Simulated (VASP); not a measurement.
# W (P-1) in VASP: further runs

W is run at these levels: PBE; tasks: single point.

Everything below comes from runs of VASP 6.6.1. Logs are shortened: lines on timing, memory, paths and dates and some standing lists are left out, and cuts for length are marked.

**1. The cell of the first run**

The typed cell holds 1 atom: a = 2.767 Å, b = 2.716 Å, c = 2.686 Å, α = 109.53°, β = 109.14°, γ = 108.09°.

**2. Single point, PBE**

Contents of INCAR:

```
SYSTEM = W
PREC = Accurate
ENCUT = 520
EDIFF = 1E-6
ISMEAR = -1
SIGMA = 0.05
LREAL = .False.
LASPH = .True.
NELM = 80
ALGO = Fast
ISIF = 2
LWAVE = .False.
LCHARG = .False.
GGA = PE
NBANDS = 13
```

Contents of KPOINTS:

```
Automatic mesh
0
Gamma
  13 13 13
  0 0 0
```

Contents of POSCAR:

```
W
1.0
   -1.5448010000      1.6150760000      1.6310250000
    1.5711460000     -1.5452470000      1.5875410000
    1.5456960000      1.5461430000     -1.5611960000
W
1
Direct
    0.0109310000      0.0077030000      0.0229730000
```

Potentials or basis: VASP PAW PBE potentials, release 64 (W_sv).

Command:

```sh
$ cat potpaw_PBE.64/W_sv/POTCAR > POTCAR
$ mpirun -np 1 vasp_std > vasp.out
```

OUTCAR:

```text
SYSTEM = W
   PREC = Accurate
   ENCUT = 520
   EDIFF = 1E-6
   ISMEAR = -1
   LREAL = .False.
   LASPH = .True.
   NELM = 80
   ISIF = 2
   GGA = PE

 ion  position               nearest neighbor table
   1  0.011  0.008  0.023-

  LATTYP: Found a triclinic cell.
 ALAT       =     2.7159849909
 B/A-ratio  =     1.6341463747
 C/A-ratio  =     0.9891291719
 COS(alpha) =     0.0001775861
 COS(beta)  =     0.3342917629
 COS(gamma) =     0.8055193714

  Lattice vectors:

 A1 = (  -1.5711460000,   1.5452470000,  -1.5875410000)
 A2 = (  -3.1159470000,   3.1603230000,   0.0434840000)
 A3 = (   1.5456960000,   1.5461430000,  -1.5611960000)

Analysis of symmetry for initial positions (statically):
=====================================================================
 Subroutine PRICEL returns:
 Original cell was already a primitive cell.

 Routine SETGRP: Setting up the symmetry group for a
 triclinic supercell.

 Subroutine GETGRP returns: Found  2 space group operations
 (whereof  1 operations were pure point group operations)
 out of a pool of  2 trial point group operations.

The static configuration has the point symmetry C_1 .
 The point group associated with its full space group is S_2 .

Analysis of symmetry for dynamics (positions and initial velocities):
=====================================================================
 Subroutine PRICEL returns:
 Original cell was already a primitive cell.

 Routine SETGRP: Setting up the symmetry group for a
 triclinic supercell.

 Subroutine GETGRP returns: Found  2 space group operations
 (whereof  1 operations were pure point group operations)
 out of a pool of  2 trial point group operations.

The dynamic configuration has the point symmetry C_1 .
 The point group associated with its full space group is S_2 .

 Subroutine INISYM returns: Found  2 space group operations
 (whereof  1 operations are pure point group operations),
 and found     1 'primitive' translations

----------------------------------------------------------------------------------------

                                     Primitive cell

  volume of cell :      15.8476

  direct lattice vectors                    reciprocal lattice vectors
    -1.544801000  1.615076000  1.631025000    -0.002658571  0.309619246  0.304001732
     1.571146000 -1.545247000  1.587541000     0.318234142 -0.006898941  0.308242201
[... 90 lines left out ...]
   ISYM   =      2    0-nonsym 1-usesym 2-fastsym
   POTIM  = 0.5000    time-step for ionic-motion
   TEBEG  =    0.0;   TEEND  =   0.0 temperature during run
   PSTRESS=    0.0 pullay stress
   NELECT =      14.0000    total number of electrons
   NUPDOWN=      -1.0000    fix difference up-down
   EMIN   =  10.00;   EMAX   =-10.00  energy-range for DOS
   EFERMI =   0.00;   METHOD = LEGACY
   ISMEAR =    -1;   SIGMA  =   0.05  broadening in eV -4-tet -1-fermi 0-gaus
   EFERMI_NEDOS =   21; number of points for ismear=-14 and -15
   IALGO  =     68    algorithm
   IMIX   =      4    mixing-type and parameters
     AMIX     =   0.40;   BMIX     =  1.00
     AMIX_MAG =   1.60;   BMIX_MAG =  1.00
  volume/ion in A,a.u.               =      15.85       106.94
  Fermi-wavevector in a.u.,A,eV,Ry     =   1.570832  2.968441 33.572542  2.467512
  Thomas-Fermi vector in A             =   2.672506
   LORBIT       =      0    0 simple, 1 ext, 2 COOP (PROOUT), +10 PAW based schemes
   GGA     = PE    functional components
   LHFCALC =     F    Hartree Fock is set to
   AEXX    =    0.0000 exact exchange contribution
   IVDW    =     0    specifies the selected vdW correction
   LEPSILON=     F    determine dielectric tensor
   LRPA    =     F    only Hartree local field effects (RPA)
 non-spin polarized calculation
 RMM-DIIS sequential band-by-band and
  energy-cutoff  :      520.00
  volume of cell :       15.85
 maximum number of plane-waves:       439
 NGX is ok and might be reduce to    24
   NGX = 11   NGY = 11   NGZ =  9

 number of electron      14.0000001 magnetization

 Free energy of the ion-electron system (eV)
  ---------------------------------------------------
  ext. energy  EPLUGINS =         0.00000000
  ---------------------------------------------------
  free energy    TOTEN  =       -12.93553606 eV

  energy without entropy =      -12.93288760  energy(sigma->0) =      -12.93421183

 E-fermi :  11.4876     XC(G=0): -13.6406

 val. band max:       11.4869454230   @ k =   0.2308  -0.4615   0.4615
 cond. band min:      11.4917258488   @ k =  -0.2308  -0.3077   0.2308
 fundamental gap:      0.0047804257
 Fermi energy:        11.4876275383

 k-point     1 :       0.0000    0.0000    0.0000
  band No.  band energies     occupation
      1     -62.7373      2.00000
      2     -26.3770      2.00000
      3     -26.2876      2.00000
      4     -26.2209      2.00000
      5       1.8114      2.00000
      6       9.8544      2.00000
      7      10.0020      2.00000
      8      10.7499      2.00000
      9      13.5329      0.00000
     10      13.9687      0.00000
     11      25.3895      0.00000
     12      26.1921      0.00000
     13      26.3725      0.00000
[... 354 lines left out ...]
  band No.  band energies     occupation
      1     -62.6489      2.00000
      2     -27.1787      2.00000
      3     -26.6186      2.00000
      4     -26.3019      2.00000
      5       5.4237      2.00000
      6       8.5110      2.00000
      7       8.9032      2.00000
      8      13.1266      0.00000
      9      14.5206      0.00000
     10      15.3667      0.00000
     11      24.6114      0.00000
     12      27.1270      0.00000
     13      30.2320      0.00000

 [... further k-points ...]

------------------------ aborting loop because EDIFF is reached ----------------------------------------

  FORCE on cell =-STRESS in cart. coord.  units (eV):
  Direction    XX          YY          ZZ          XY          YZ          ZX
  --------------------------------------------------------------------------------------
  -------------------------------------------------------------------------------------
  Total        1.2061939      0.6818763      0.0728045      0.0392304     -0.7273089     -0.2689090
  in kB      121.9450397     68.9370400      7.3604607      3.9661605    -73.5302290    -27.1864392
  external PRESSURE =      66.0808468 kB  Pullay stress =       0.0000000 kB

 VOLUME and BASIS-vectors are now :
 -----------------------------------------------------------------------------
  energy-cutoff  :      520.00
  volume of cell :       15.85
      direct lattice vectors                 reciprocal lattice vectors
    -1.544801000  1.615076000  1.631025000    -0.002658571  0.309619246  0.304001732
     1.571146000 -1.545247000  1.587541000     0.318234142 -0.006898941  0.308242201
     1.545696000  1.546143000 -1.561196000     0.320826823  0.316452501 -0.009491725

 POSITION                                       TOTAL-FORCE (eV/Angst)
 -----------------------------------------------------------------------------------
      0.03073      0.04127     -0.00581        -0.000000      0.000000      0.000000
 -----------------------------------------------------------------------------------
    total drift:                                0.000006      0.000002      0.000004

  FREE ENERGIE OF THE ION-ELECTRON SYSTEM (eV)
  ---------------------------------------------------
  free  energy   TOTEN  =       -12.9355360555 eV

  energy  without entropy=      -12.9328875954  energy(sigma->0) =      -12.93421183
```

OSZICAR:

```text
N       E                     dE             d eps       ncg     rms          rms(c)
DAV:   1     0.844815764894E+02    0.84482E+02   -0.74989E+03 28727   0.123E+03
DAV:   2    -0.119172666503E+02   -0.96399E+02   -0.92661E+02 31889   0.318E+02
DAV:   3    -0.135421900816E+02   -0.16249E+01   -0.16196E+01 31479   0.399E+01
DAV:   4    -0.135487192643E+02   -0.65292E-02   -0.65290E-02 31579   0.280E+00
DAV:   5    -0.135487740451E+02   -0.54781E-04   -0.54781E-04 32164   0.241E-01    0.210E+01
RMM:   6    -0.130653123690E+02    0.48346E+00   -0.38453E-01 30884   0.584E+00    0.881E+00
RMM:   7    -0.129384434680E+02    0.12687E+00   -0.28457E-01 31144   0.503E+00    0.822E-01
RMM:   8    -0.129356662477E+02    0.27772E-02   -0.11415E-02 36002   0.119E+00    0.246E-01
RMM:   9    -0.129355429022E+02    0.12335E-03   -0.18062E-03 35026   0.512E-01    0.308E-02
RMM:  10    -0.129355473348E+02   -0.44326E-05   -0.25707E-04 36313   0.189E-01    0.229E-02
RMM:  11    -0.129355352742E+02    0.12061E-04   -0.47775E-05 36377   0.824E-02    0.561E-03
RMM:  12    -0.129355360555E+02   -0.78130E-06   -0.92483E-06 33923   0.379E-02
   1 F= -.12935536E+02 E0= -.12934212E+02  d E =-.264846E-02
```

Wall time 64 s (1 thread of Intel Xeon 6975P-C (Granite Rapids), shared host); peak memory 0.3 GiB.

What came out:

```yaml
Free_energy: -12.9355 eV
Pressure: 6.6 GPa
Band_gap_on_the_k_mesh: zero (bands 7 and 8 overlap by 5.13 eV)
```

Stress tensor (GPa, compression positive):
```
12.19  0.40 -2.72
 0.40  6.89 -7.35
-2.72 -7.35  0.74
```

Levels at points of the mesh, in eV from the Fermi level:
| k point | band 5 | band 6 | band 7 | band 8 | band 9 | band 10 |
| --- | --- | --- | --- | --- | --- | --- |
| (0.00, 0.00, 0.00) | -9.68 | -1.63 | -1.49 | -0.74 | 2.05 | 2.48 |

Caveat: the cell stands under pressure; spin-orbit coupling is left out, which moves the levels of the heavy elements.

**3. Single point, PBE**

Contents of INCAR:

```
PREC = Accurate ; ENCUT = 520
EDIFF = 1E-7 ; ISMEAR = -1
SIGMA = 0.05 ; LREAL = False
LASPH = True ; NELM = 100
ALGO = Fast ; ISIF = 2
LWAVE = False ; LCHARG = False
GGA = PE ; NBANDS = 13
```

Contents of KPOINTS:

```
Automatic mesh
0
Gamma
  16 16 16
```

POSCAR is that of step 2.

Potentials or basis: VASP PAW PBE potentials, release 64 (W_sv).

Command:

```sh
$ cat potpaw_PBE.64/W_sv/POTCAR > POTCAR
$ mpirun -np 1 vasp_std > vasp.out
```

OUTCAR:

```text
PREC = Accurate
   ENCUT = 520
   EDIFF = 1E-7
   ISMEAR = -1
   LREAL = False
   LASPH = True
   NELM = 100
   ISIF = 2
   GGA = PE

 ion  position               nearest neighbor table
   1  0.011  0.008  0.023-

  LATTYP: Found a triclinic cell.
 ALAT       =     2.7159849909
 B/A-ratio  =     1.6341463747
 C/A-ratio  =     0.9891291719
 COS(alpha) =     0.0001775861
 COS(beta)  =     0.3342917629
[... 569 lines left out ...]
     10      13.8536      0.00000
     11      26.4414      0.00000
     12      26.6266      0.00000
     13      27.3493      0.00000

 [... further k-points ...]

------------------------ aborting loop because EDIFF is reached ----------------------------------------

  FORCE on cell =-STRESS in cart. coord.  units (eV):
  Direction    XX          YY          ZZ          XY          YZ          ZX
  --------------------------------------------------------------------------------------
  -------------------------------------------------------------------------------------
  Total        1.1748722      0.6808964      0.1198879      0.0253500     -0.6798296     -0.2502985
  in kB      118.7784471     68.8379717     12.1205549      2.5628610    -68.7301195    -25.3049336
  external PRESSURE =      66.5789912 kB  Pullay stress =       0.0000000 kB

 VOLUME and BASIS-vectors are now :
 -----------------------------------------------------------------------------
  energy-cutoff  :      520.00
  volume of cell :       15.85
      direct lattice vectors                 reciprocal lattice vectors
    -1.544801000  1.615076000  1.631025000    -0.002658571  0.309619246  0.304001732
     1.571146000 -1.545247000  1.587541000     0.318234142 -0.006898941  0.308242201
     1.545696000  1.546143000 -1.561196000     0.320826823  0.316452501 -0.009491725

 POSITION                                       TOTAL-FORCE (eV/Angst)
 -----------------------------------------------------------------------------------
      0.03073      0.04127     -0.00581        -0.000000      0.000000     -0.000000
 -----------------------------------------------------------------------------------
    total drift:                                0.000006      0.000002      0.000004

  FREE ENERGIE OF THE ION-ELECTRON SYSTEM (eV)
  ---------------------------------------------------
  free  energy   TOTEN  =       -12.9293268470 eV

  energy  without entropy=      -12.9262323375  energy(sigma->0) =      -12.92777959
```

Wall time 2.2 min (1 thread of Intel Xeon 6975P-C (Granite Rapids), shared host); peak memory 0.47 GiB.

What came out:

* Free energy: -12.9293 eV
* Pressure: 6.7 GPa
* Band gap on the k mesh: zero (bands 7 and 8 overlap by 5.61 eV)

Stress tensor (GPa, compression positive):
```
11.88  0.26 -2.53
 0.26  6.88 -6.87
-2.53 -6.87  1.21
```

Caveat: the cell stands under pressure; spin-orbit coupling is left out, which moves the levels of the heavy elements.
